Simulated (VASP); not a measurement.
Input of a VASP 6.6.1 run:

File INCAR:

```
  PREC = Accurate
  ENCUT = 520
  EDIFF = 1E-6
  ISMEAR = 0
  SIGMA = 0.15
  LREAL = False
  LASPH = True
  NELM = 80
  ALGO = Fast
  ISIF = 2
  LWAVE = False
  LCHARG = True
  GGA = PS
  LELF = True
  LVHAR = True
  NBANDS = 17
```

Contents of KPOINTS:

```
Automatic mesh
0
Gamma
  12 12 8
```

File POSCAR:

```
Ca
1.0
    4.2983994823      0.0000000000      0.0000000000
   -2.1491997411      3.7225231472      0.0000000000
    0.0000000000      0.0000000000      5.9984000000
Ca
2
Direct
    0.3333333333      0.6666666667      0.2500000000
    0.6666666667      0.3333333333      0.7500000000
```

Potentials or basis: VASP PAW PBE potentials, release 64 (Ca_sv).

Run with:

```sh
$ cat potpaw_PBE.64/Ca_sv/POTCAR > POTCAR
$ mpirun -np 1 vasp_std > vasp.out
```

**Question.** Estimate the band gap on the k mesh.

**Answer.** Zero (bands 10 and 11 overlap by 0.50 eV).

**Question.** Predict the pressure.

**Answer.** -2.0 GPa.

Stress tensor (GPa, compression positive):
```
-2.91  0.00  0.00
 0.00 -2.91  0.00
 0.00  0.00 -0.06
```

Caveat: the cell differs from its parent crystal (strain +0.080 along x and y, -0.080 along z); the PAW data sets were made with another functional, which shifts forces and pressure a little.
